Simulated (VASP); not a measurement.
LiF, 4 atoms in the cell. It takes space group P6_3mc (No. 186, hexagonal). The conventional cell has a = 3.063 Å, b = 3.063 Å, c = 4.559 Å, α = 90.00°, β = 90.00°, γ = 120.00°. Within 2.2 Å of Li (site symmetry 3m) lie 4 F at 1.66 to 1.87 Å. Within 2.2 Å of F (site symmetry 3m) lie 4 Li at 1.66 to 1.87 Å.  This cell differs from its parent crystal: c/a of the conventional cell at fixed volume 1.4884.

| Quantity | Value |
| --- | --- |
| Program | VASP 6.6.1 |
| Task | single point |
| Functional | LDA |
| Potentials or basis | VASP PAW LDA potentials, release 64 (Li_sv, F) |
| Cutoff | 520 eV |
| k mesh | 9 × 9 × 6 |
| Occupations | gaussian, width 0.05 eV |
| Spin | no spin polarisation |
| Dipole correction | no |
| Further INCAR settings | ALGO = Normal; EDIFF = 1e-06; NBANDS = 18 |

Potentials or basis: VASP PAW LDA potentials, release 64 (Li_sv, F).

The run is started by

```sh
$ cat potpaw_LDA.64/Li_sv/POTCAR potpaw_LDA.64/F/POTCAR > POTCAR
$ mpirun -np 1 vasp_std > vasp.out
```

Hardware: 1 thread of Intel(R) Xeon(R) Platinum 8488C (Sapphire Rapids), on a shared host.

Q: Estimate the wall time of this run.

A: Wall time 21 s on 1 thread of Intel(R) Xeon(R) Platinum 8488C (Sapphire Rapids) (shared host), peak memory 0.14 GiB. Counts: scf iterations 12, k points 48.
